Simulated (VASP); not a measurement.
The system is Al2O3.

```
Al O
1.0
     2.38025    1.37424    4.33187
    -2.38025    1.37424    4.33187
     0.00000   -2.74848    4.33187
Al O
4 6
Direct
  0.35208 0.35208 0.35208
  0.14792 0.14792 0.14792
  0.64792 0.64792 0.64792
  0.85208 0.85208 0.85208
  0.55646 0.94354 0.25000
  0.25000 0.55646 0.94354
  0.94354 0.25000 0.55646
  0.44354 0.05646 0.75000
  0.75000 0.44354 0.05646
  0.05646 0.75000 0.44354
```

Base run:

```yaml
Program: VASP 6.6.1
Functional: r2SCAN
Potentials_or_basis: VASP PAW PBE potentials, release 64 (Al, O)
Cutoff: 520 eV
k_mesh: 8 × 8 × 8
Occupations: fermi-dirac, width 0.02 eV
Spin: no spin polarisation
```

Its results: band gap on the k mesh 7.14 eV; pressure -0.7 GPa; largest force 0.058 eV/Å.

The run is repeated on the same cell with these changes: functional from r2SCAN to PBEsol. What comes out?

Band gap on the k mesh 6.13 eV; pressure 1.8 GPa; largest force 0.061 eV/Å.

Caveats: the PAW data sets were made with another functional, which shifts forces and pressure a little.

A k mesh can miss the band edges.
